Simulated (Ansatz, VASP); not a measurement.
Hg: VASP beside Ansatz

The input INCAR:

```
SYSTEM = Hg
PREC = Accurate
ENCUT = 520
EDIFF = 1E-6
ISMEAR = 0
SIGMA = 0.15
LREAL = .FALSE.
LASPH = .TRUE.
NELM = 100
ALGO = Normal
ISIF = 2
LWAVE = .FALSE.
LCHARG = .TRUE.
GGA = PE
IVDW = 12
LELF = .TRUE.
LVHAR = .TRUE.
NBANDS = 19
```

Contents of KPOINTS:

```
regular mesh
0
G
  15 15 8
  0 0 0
```

POSCAR

```
Hg
1.0
    3.4640000000      0.0000000000      0.0000000000
   -1.7320000000      2.9999119987      0.0000000000
    0.0000000000      0.0000000000      4.9690000000
Hg
2
Direct
    0.6666666667      0.3333333333      0.7500000000
    0.3333333333      0.6666666667      0.2500000000
```

Input for Ansatz:

```yaml
crystal:
  lattice:
    - [3.464, 0.0, 0.0]
    - [-1.732, 2.9999119987, 0.0]
    - [0.0, 0.0, 4.969]
  atoms:
    - { symbol: Hg, position: [0.6666666667, 0.3333333333, 0.75] }
    - { symbol: Hg, position: [0.3333333333, 0.6666666667, 0.25] }
basis:
  ecutwfc: 420
kpoints:
  mp_grid: { grid: [15, 15, 8] }
hamiltonian:
  xc: pbe
  dispersion: d3bj
scf:
  occupations: { method: gaussian, width: 0.15 }
output:
  forces: true
  stress: true
  eigenvalues: true
```

Alike in both runs: task single point; functional PBE; dispersion D3(BJ); k mesh 15 × 15 × 8; occupations gaussian, width 0.15 eV; no spin polarisation.

|  | VASP | Ansatz |
| --- | --- | --- |
| version | VASP 6.6.1 | Ansatz 0.2.0 |
| potentials or method | VASP PAW PBE potentials, release 64 (Hg), cutoff 520 eV | scalar-relativistic, plane waves, PAW |
| valence electrons in the cell | 24 | 40 |

|  | VASP | Ansatz | Ansatz less VASP |
| --- | --- | --- | --- |
| gap on the k mesh at the Fermi level (eV) | none | none | - |
| pressure (GPa) | 0.0 | -0.2 | -0.21 |
| traceless stress, the component that is largest in VASP (GPa) | 0.11 | 0.02 | -0.091 |

A gap of «none» marks a metal or a gap that the smearing closes. VASP's potentials hold 24 valence electrons a cell and Ansatz's 40, so a difference there can come from the potentials and not from the codes.

Neither program's run includes spin-orbit coupling.
